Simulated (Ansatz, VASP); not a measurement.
Zn: VASP beside Ansatz

```xyz
1
Lattice="0.0000 1.9188 1.9188 1.9188 0.0000 1.9188 1.9188 1.9188 0.0000" Properties=species:S:1:pos:R:3 pbc="T T T"
Zn    0.0000    0.0000    0.0000
```

Alike in both runs: functional PBEsol; k mesh 18 × 18 × 18; occupations gaussian, width 0.1 eV; no spin polarisation.

Ansatz relaxed the structure, and its values are those at the end. VASP's run is a single point on that final structure, the one shown.

|  | VASP | Ansatz |
| --- | --- | --- |
| version | VASP 6.6.1 | Ansatz 0.2.0 |
| potentials or method | VASP PAW PBE potentials, release 64 (Zn), cutoff 520 eV | scalar-relativistic, plane waves, PAW |
| valence electrons in the cell | 12 | 12 |

|  | VASP | Ansatz | Ansatz less VASP |
| --- | --- | --- | --- |
| gap on the k mesh at the Fermi level (eV) | none | none | - |
| pressure (GPa) | 0.5 | 0.0 | -0.46 |

VASP's potentials were made for PBE, not for PBEsol. A gap of «none» marks a metal or a gap that the smearing closes.
